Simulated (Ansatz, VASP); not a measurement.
# Two plane-wave programs on NaH

```
CELL_PARAMETERS angstrom
2.93239 0.00000 0.00000
0.00000 2.93239 0.00000
0.00000 0.00000 2.93239
ATOMIC_POSITIONS crystal
Na 0.00000 0.00000 0.00000
H 0.50000 0.50000 0.50000
```

Alike in both runs: task single point; functional PBEsol; k mesh 6 × 6 × 6; no spin polarisation.

|  | VASP | Ansatz |
| --- | --- | --- |
| version | VASP 6.6.1 | Ansatz 0.2.0 |
| potentials or method | VASP PAW PBE potentials, release 64 (Na_pv, H) | plane waves, PAW |
| plane-wave cutoff (eV) | 500 | 420 |
| occupations | gaussian, width 0.01 eV | fixed |
| valence electrons in the cell | 8 | 10 |

|  | VASP | Ansatz | Ansatz less VASP |
| --- | --- | --- | --- |
| gap on the k mesh at the Fermi level (eV) | 0.79 | 0.80 | +0.003 |

VASP's potentials were made for PBE, not for PBEsol. VASP's potentials hold 8 valence electrons a cell and Ansatz's 10, so a difference there can come from the potentials and not from the codes.
